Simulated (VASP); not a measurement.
# CuO (C2/c) in VASP: a series of runs

The runs below take CuO through single point, with r2SCAN.

All numbers are computed with VASP 6.6.1; they aren't measurements. Logs are shortened: lines on timing, memory, paths and dates and some standing lists are left out, and cuts for length are marked.

### 1 The cell of the first run

The structure is monoclinic, space group C2/c (No. 15). The conventional cell has a = 4.673 Å, b = 3.477 Å, c = 5.119 Å, α = 90.00°, β = 98.56°, γ = 90.00°. Cu (site symmetry -1) has 4 O at 1.91 to 1.98 Å within 2.5 Å. Within 2.6 Å of O (site symmetry 2) lie 4 Cu at 1.91 to 1.98 Å and 2 O at 2.58 Å.

### 2 Single point, r2SCAN, collinear spin

The input, POSCAR:

```
CuO
1.0
    2.3366000000     -1.7385000000      0.0000000000
    2.3366000000      1.7385000000      0.0000000000
   -0.7621600000      0.0000000000      5.0619400000
Cu O
2 2
Direct
    0.0000000000      0.5000000000      0.0000000000
    0.5000000000      0.0000000000      0.5000000000
    0.5483000000      0.4517000000      0.2500000000
    0.4517000000      0.5483000000      0.7500000000
```

The input, INCAR.step1:

```
SYSTEM = CuO
ALGO = Normal
EDIFF = 1E-4
ENCUT = 520
GGA = PE
ISMEAR = -1
ISPIN = 2
LASPH = .True.
LCHARG = .False.
LMAXMIX = 4
LREAL = .False.
LUSENCCL = .False.
LWAVE = .True.
MAGMOM = 1 -1 0 0
NBANDS = 29
NELM = 150
PREC = Accurate
SIGMA = 0.05
```

The input, INCAR.step2:

```
SYSTEM = CuO
ALGO = Normal
EDIFF = 1E-6
ENCUT = 520
ISIF = 2
ISMEAR = -1
ISPIN = 2
ISTART = 1
LASPH = .True.
LCHARG = .False.
LMAXMIX = 4
LMIXTAU = .True.
LORBIT = 11
LREAL = .False.
LUSENCCL = .False.
LWAVE = .False.
MAGMOM = 1 -1 0 0
METAGGA = R2SCAN
NBANDS = 29
NELM = 150
PREC = Accurate
SIGMA = 0.05
```

The input, KPOINTS:

```
k-points
0
Gamma
  7 7 4
  0 0 0
```

Potentials or basis: VASP PAW PBE potentials, release 64 (Cu, O).

Launch:

```
$ cat potpaw_PBE.64/Cu/POTCAR potpaw_PBE.64/O/POTCAR > POTCAR
$ cp INCAR.step1 INCAR
$ mpirun -np 1 vasp_std > vasp.out
$ cp INCAR.step2 INCAR
$ mpirun -np 1 vasp_std > vasp.out
```

OUTCAR:

```text
SYSTEM = CuO
   EDIFF = 1E-6
   ENCUT = 520
   ISIF = 2
   ISMEAR = -1
   ISPIN = 2
   ISTART = 1
   LASPH = .True.
   LORBIT = 11
   LREAL = .False.
   METAGGA = R2SCAN
   NELM = 150
   PREC = Accurate

 ion  position               nearest neighbor table
   1  0.000  0.500  0.000-   3 1.91   4 1.91   4 1.98   3 1.98
   2  0.500  0.000  0.500-   4 1.91   3 1.91   4 1.98   3 1.98
   3  0.548  0.452  0.250-   2 1.91   1 1.91   2 1.98   1 1.98
   4  0.452  0.548  0.750-   1 1.91   2 1.91   2 1.98   1 1.98

  LATTYP: Found a base centered monoclinic cell.
 ALAT       =     4.6732000000
 B/A-ratio  =     0.7440297869
 C/A-ratio  =     1.0953942540
 COS(beta)  =    -0.1488885587

  Lattice vectors:

 A1 = (   2.3366000000,  -1.7385000000,   0.0000000000)
 A2 = (   2.3366000000,   1.7385000000,   0.0000000000)
 A3 = (  -0.7621600000,   0.0000000000,   5.0619400000)

Analysis of symmetry for initial positions (statically):
=====================================================================
 Subroutine PRICEL returns:
 Original cell was already a primitive cell.

 Routine SETGRP: Setting up the symmetry group for a
 base centered monoclinic supercell.

 Subroutine GETGRP returns: Found  4 space group operations
 (whereof  2 operations were pure point group operations)
 out of a pool of  4 trial point group operations.

The static configuration has the point symmetry S_2 .
 The point group associated with its full space group is C_2h.

Analysis of symmetry for dynamics (positions and initial velocities):
=====================================================================
 Subroutine PRICEL returns:
 Original cell was already a primitive cell.

 Routine SETGRP: Setting up the symmetry group for a
 base centered monoclinic supercell.

 Subroutine GETGRP returns: Found  4 space group operations
 (whereof  2 operations were pure point group operations)
 out of a pool of  4 trial point group operations.

The dynamic configuration has the point symmetry S_2 .
 The point group associated with its full space group is C_2h.

Analysis of structural, dynamic, and magnetic symmetry:
=====================================================================
 Subroutine PRICEL returns:
 Original cell was already a primitive cell.

 Routine SETGRP: Setting up the symmetry group for a
 base centered monoclinic supercell.

 Subroutine GETGRP returns: Found  4 space group operations
 (whereof  2 operations were pure point group operations)
 out of a pool of  4 trial point group operations.

The overall configuration has the point symmetry S_2 .
 The point group associated with its full space group is C_2h.

 Subroutine INISYM returns: Found  4 space group operations
 (whereof  2 operations are pure point group operations),
 and found     1 'primitive' translations

----------------------------------------------------------------------------------------

                                     Primitive cell

  volume of cell :      41.1250

  direct lattice vectors                    reciprocal lattice vectors
     2.336600000 -1.738500000  0.000000000     0.213986134 -0.287604257  0.032219203
     2.336600000  1.738500000  0.000000000     0.213986134  0.287604257  0.032219203
    -0.762160000  0.000000000  5.061940000    -0.000000000  0.000000000  0.197552717

  length of vectors
     2.912401382  2.912401382  5.118996428     0.359922701  0.359922701  0.197552717

  position of ions in fractional coordinates (direct lattice)
     0.000000000  0.500000000  0.000000000
     0.500000000  0.000000000  0.500000000
     0.548300000  0.451700000  0.250000000
     0.451700000  0.548300000  0.750000000

  ion indices of the primitive-cell ions
   primitive index   ion index
                 1           1
                 2           2
                 3           3
                 4           4

----------------------------------------------------------------------------------------

 KPOINTS: k-points

Automatic generation of k-mesh.
 Grid dimensions read from file:
 generate k-points for:    7    7    4

 Generating k-lattice:

  Cartesian coordinates                     Fractional coordinates (reciprocal lattice)
     0.030569448 -0.041086322  0.004602743     0.142857143  0.000000000  0.000000000
     0.030569448  0.041086322  0.004602743     0.000000000  0.142857143  0.000000000
    -0.000000000  0.000000000  0.049388179     0.000000000  0.000000000  0.250000000

  Length of vectors
     0.051417529  0.051417529  0.049388179

  Shift w.r.t. Gamma in fractional coordinates (k-lattice)
     0.000000000  0.000000000  0.000000000

 Subroutine IBZKPT returns following result:
 ===========================================

 Found     60 irreducible k-points:

 Following reciprocal coordinates:
            Coordinates               Weight
  0.000000  0.000000  0.000000      1.000000
  0.142857  0.000000  0.000000      4.000000
  0.285714  0.000000  0.000000      4.000000
  0.428571  0.000000  0.000000      4.000000
  0.142857  0.142857  0.000000      2.000000
  0.285714  0.142857  0.000000      4.000000
[... 16 lines left out ...]
 -0.142857  0.000000  0.250000      4.000000
  0.142857  0.142857  0.250000      2.000000
 [... further k-points ...]
   k-points           NKPTS =     60   k-points in BZ     NKDIM =     60   number of bands    NBANDS=     29
   number of dos      NEDOS =    301   number of ions     NIONS =      4
   total plane-waves  NPLWV =  23040
   dimension x,y,z NGX =    24 NGY =   24 NGZ =   40
   dimension x,y,z NGXF=    48 NGYF=   48 NGZF=   80
   ions per type =               2   2
   NGX,Y,Z   is equivalent  to a cutoff of  13.70, 13.70, 12.99 a.u.
   NGXF,Y,Z  is equivalent  to a cutoff of  27.40, 27.40, 25.98 a.u.
 SYSTEM =  CuO
   PREC   = accura    normal or accurate (medium, high low for compatibility)
   ISTART =      1    job   : 0-new  1-cont  2-samecut
   ICHARG =      0    charge: 1-file 2-atom 10-const
   ISPIN  =      2    spin polarized calculation?
   LNONCOLLINEAR =      F non collinear calculations
   LSORBIT =      F    spin-orbit coupling
   LASPH  =      T    aspherical Exc in radial PAW
   ENCUT  =  520.0 eV  38.22 Ry    6.18 a.u.   5.42  5.42  9.52*2*pi/ulx,y,z
   NELM   =    150;   NELMIN=  2; NELMDL=  0     # of ELM steps
   EDIFF  = 0.1E-05   stopping-criterion for ELM
   LREAL  =      F    real-space projection
   EDIFFG = 0.1E-04   stopping-criterion for IOM
   NSW    =      0    number of steps for IOM
   IBRION =     -1    ionic relax: 0-MD 1-quasi-New 2-CG
   NFREE  =      0    steps in history (QN), initial steepest desc. (CG)
   ISIF   =      2    stress and relaxation
   ISYM   =      2    0-nonsym 1-usesym 2-fastsym
   POTIM  = 0.5000    time-step for ionic-motion
   TEBEG  =    0.0;   TEEND  =   0.0 temperature during run
   PSTRESS=    0.0 pullay stress
   NELECT =      34.0000    total number of electrons
   NUPDOWN=      -1.0000    fix difference up-down
   EMIN   =  10.00;   EMAX   =-10.00  energy-range for DOS
   EFERMI =   0.00;   METHOD = LEGACY
   ISMEAR =    -1;   SIGMA  =   0.05  broadening in eV -4-tet -1-fermi 0-gaus
   EFERMI_NEDOS =   21; number of points for ismear=-14 and -15
   IALGO  =     38    algorithm
   IMIX   =      4    mixing-type and parameters
     AMIX     =   0.40;   BMIX     =  1.00
     AMIX_MAG =   1.60;   BMIX_MAG =  1.00
  volume/ion in A,a.u.               =      10.28        69.38
  Fermi-wavevector in a.u.,A,eV,Ry     =   1.536500  2.903563 32.121056  2.360831
  Thomas-Fermi vector in A             =   2.643140
   LORBIT       =     11    0 simple, 1 ext, 2 COOP (PROOUT), +10 PAW based schemes
   METAGGA = R2SCAN    functional components
   LHFCALC =     F    Hartree Fock is set to
   AEXX    =    0.0000 exact exchange contribution
   IVDW    =     0    specifies the selected vdW correction
   LEPSILON=     F    determine dielectric tensor
   LRPA    =     F    only Hartree local field effects (RPA)
 spin polarized calculation
  energy-cutoff  :      520.00
  volume of cell :       41.13
 maximum number of plane-waves:      1139
 NGX is ok and might be reduce to    24
   NGX = 11   NGY = 11   NGZ = 19

 number of electron      34.0000014 magnetization      -0.0000000

 number of electron      34.0000014 magnetization       0.0000000

 Free energy of the ion-electron system (eV)
  ---------------------------------------------------
  ext. energy  EPLUGINS =         0.00000000
  ---------------------------------------------------
  free energy    TOTEN  =       -36.40401608 eV

  energy without entropy =      -36.38936684  energy(sigma->0) =      -36.39669146

 E-fermi :   5.4482     XC(G=0): -12.5062

 val. band max:        5.4321815679   @ k =  -0.2857   0.1429   0.5000
 cond. band min:       5.4629152983   @ k =  -0.1429   0.0000   0.2500
 fundamental gap:      0.0307337305
 Fermi energy:         5.4481688192

 spin component 1

 k-point     1 :       0.0000    0.0000    0.0000
  band No.  band energies     occupation
      1     -15.7375      1.00000
      2     -14.4019      1.00000
      3      -3.0771      1.00000
      4      -0.4755      1.00000
      5      -0.0219      1.00000
      6       1.7875      1.00000
[... 757 lines left out ...]
     28      24.7312      0.00000
     29      26.1812      0.00000

 [... further k-points ...]

 spin component 2

 k-point     1 :       0.0000    0.0000    0.0000
  band No.  band energies     occupation
      1     -15.7375      1.00000
      2     -14.4019      1.00000
      3      -3.0771      1.00000
      4      -0.4755      1.00000
      5      -0.0219      1.00000
      6       1.7875      1.00000
[... 757 lines left out ...]
     28      24.7312      0.00000
     29      26.1812      0.00000

 [... further k-points ...]
[... 5 lines left out ...]
  --------------------------------------------------------------------------------------
  -------------------------------------------------------------------------------------
  Total       -0.3259383      0.7091457      0.5525747      0.0000000      0.0000000      0.7083908
  in kB      -12.6981331     27.6273977     21.5275964      0.0000000      0.0000000     27.5979890
  external PRESSURE =      12.1522870 kB  Pullay stress =       0.0000000 kB

 VOLUME and BASIS-vectors are now :
 -----------------------------------------------------------------------------
  energy-cutoff  :      520.00
  volume of cell :       41.13
      direct lattice vectors                 reciprocal lattice vectors
     2.336600000 -1.738500000  0.000000000     0.213986134 -0.287604257  0.032219203
     2.336600000  1.738500000  0.000000000     0.213986134  0.287604257  0.032219203
    -0.762160000  0.000000000  5.061940000    -0.000000000  0.000000000  0.197552717

 POSITION                                       TOTAL-FORCE (eV/Angst)
 -----------------------------------------------------------------------------------
      1.16830      0.86925      0.00000         0.000000     -0.000000      0.000000
      0.78722     -0.86925      2.53097        -0.000000     -0.000000      0.000000
      2.14606     -0.16794      1.26548         0.000000     -0.191672     -0.000000
      1.76498      0.16794      3.79645         0.000000      0.191672      0.000000
 -----------------------------------------------------------------------------------
    total drift:                                0.000000      0.000000     -0.000000

  FREE ENERGIE OF THE ION-ELECTRON SYSTEM (eV)
  ---------------------------------------------------
  free  energy   TOTEN  =       -36.4040160826 eV

  energy  without entropy=      -36.3893668391  energy(sigma->0) =      -36.39669146

 total charge

# of ion       s       p       d       tot
------------------------------------------
    1        0.392   0.412   9.148   9.952
    2        0.392   0.412   9.148   9.952
    3        1.581   3.418   0.000   4.998
    4        1.581   3.418   0.000   4.998
--------------------------------------------------
tot          3.945   7.658  18.296  29.900

 magnetization (x)

# of ion       s       p       d       tot
------------------------------------------
    1        0.000   0.000  -0.000  -0.000
    2       -0.000  -0.000   0.000   0.000
    3        0.000   0.000   0.000   0.000
    4        0.000   0.000   0.000   0.000
--------------------------------------------------
tot          0.000   0.000   0.000   0.000
```

It took 14 min on 1 × NVIDIA H100 80GB with 1 thread of AMD EPYC 7R13 (Zen 3), shared host; peak memory 1.3 GiB.

Results:

| Quantity | Value |
| --- | --- |
| Free energy | -36.4040 eV |
| Pressure | 1.2 GPa |
| Largest force | 0.192 eV/Å |
| Band gap on the k mesh | zero (filled and empty bands overlap) |
| Net moment | 0.00 μB per cell |
| Valence electrons inside the program's atomic spheres | Cu 9.95; O 5.00 |

Forces on the atoms (eV/Å):
```
Cu   0.000  0.000  0.000
Cu   0.000  0.000  0.000
O    0.000 -0.192  0.000
O    0.000  0.192  0.000
```

Stress tensor (GPa, compression positive):
```
-1.27  0.00  2.76
 0.00  2.76  0.00
 2.76  0.00  2.15
```

Caveat: the PAW data sets were made with another functional, which shifts forces and pressure a little; semilocal functionals often make such compounds metallic where correlation or magnetic order opens a gap, which also shifts bond lengths. With open d or f shells a metallic result of r2SCAN can be an artefact of self-interaction; +U or a hybrid may open a gap.

### 3 Single point, r2SCAN, collinear spin

POSCAR is that of step 2.

The input, INCAR.step1:

```
PREC     = Accurate       # precision mode
ENCUT    = 520            # plane-wave cutoff, eV
ISMEAR   = -1             # smearing method
SIGMA    = 0.05           # smearing width, eV
LREAL    = False          # projectors in reciprocal space
LASPH    = True           # aspherical terms in the spheres
NELM     = 150            # most SCF steps
ISPIN    = 2              # spin polarisation
MAGMOM   = 1 -1 0 0       # initial moments
LMAXMIX  = 4              # l up to which the mixer works
NBANDS   = 29             # bands
GGA      = PE             # functional
ALGO     = Normal         # electronic algorithm
EDIFF    = 1E-4           # SCF threshold, eV
LWAVE    = True           # write WAVECAR
LCHARG   = False          # write CHGCAR
LUSENCCL = False
```

The input, INCAR.step2:

```
PREC     = Accurate       # precision mode
ENCUT    = 520            # plane-wave cutoff, eV
EDIFF    = 1E-6           # SCF threshold, eV
ISMEAR   = -1             # smearing method
SIGMA    = 0.05           # smearing width, eV
LREAL    = False          # projectors in reciprocal space
LASPH    = True           # aspherical terms in the spheres
NELM     = 150            # most SCF steps
ALGO     = Normal         # electronic algorithm
ISIF     = 2              # what is computed and relaxed
LWAVE    = False          # write WAVECAR
LCHARG   = False          # write CHGCAR
ISPIN    = 2              # spin polarisation
MAGMOM   = 1 -1 0 0       # initial moments
LORBIT   = 11             # projections on sites
LMAXMIX  = 4              # l up to which the mixer works
METAGGA  = R2SCAN         # meta-GGA
LMIXTAU  = True         
NBANDS   = 29             # bands
ISTART   = 1            
LUSENCCL = False
```

The input, KPOINTS:

```
Automatic mesh
0
Gamma
  7 7 4
```

Potentials or basis: VASP PAW PBE potentials, release 64 (Cu, O).

Launch:

```
$ cat potpaw_PBE.64/Cu/POTCAR potpaw_PBE.64/O/POTCAR > POTCAR
$ cp INCAR.step1 INCAR
$ mpirun -np 1 vasp_std > vasp.out
$ cp INCAR.step2 INCAR
$ mpirun -np 1 vasp_std > vasp.out
```

It took 14 min on 1 × NVIDIA H100 80GB with 1 thread of AMD EPYC 7R13 (Zen 3), shared host; peak memory 1.3 GiB.

It converged, with:

```yaml
Free_energy: -36.4040 eV
Pressure: 1.2 GPa
Largest_force: 0.192 eV/Å
Band_gap_on_the_k_mesh: zero (filled and empty bands overlap)
Net_moment: 0.00 μB per cell
Valence_electrons_inside_the_program's_atomic_spheres: Cu 9.95; O 5.00
```

Forces on the atoms (eV/Å):
```
Cu   0.000  0.000  0.000
Cu   0.000  0.000  0.000
O    0.000 -0.192  0.000
O    0.000  0.192  0.000
```

Stress tensor (GPa, compression positive):
```
-1.27  0.00  2.76
 0.00  2.76  0.00
 2.76  0.00  2.15
```

Levels at points of the mesh, in eV from the Fermi level:
Spin up:
```
           k point  band 13  band 14  band 15  band 16  band 17  band 18  band 19  band 20  band 21  band 22
(0.00, 0.00, 0.00)    -2.65    -2.54    -2.44    -1.96     0.22     0.98     2.04     6.63     8.48    14.43
(0.00, 0.00, 0.50)    -2.46    -2.46    -1.77    -1.77     0.21     0.22     4.22     4.22    12.52    12.52
```
Spin down:
| k point | band 14 | band 15 | band 16 | band 17 | band 18 | band 19 | band 20 | band 21 |
| --- | --- | --- | --- | --- | --- | --- | --- | --- |
| (0.00, 0.00, 0.00) | -2.54 | -2.44 | -1.96 | 0.22 | 0.98 | 2.04 | 6.63 | 8.48 |
| (0.00, 0.00, 0.50) | -2.46 | -1.77 | -1.77 | 0.21 | 0.22 | 4.22 | 4.22 | 12.52 |

Caveat: the PAW data sets were made with another functional, which shifts forces and pressure a little; semilocal functionals often make such compounds metallic where correlation or magnetic order opens a gap, which also shifts bond lengths. With open d or f shells a metallic result of r2SCAN can be an artefact of self-interaction; +U or a hybrid may open a gap.

The gap in the log of VASP goes by the Fermi energy; the results here count the filled bands.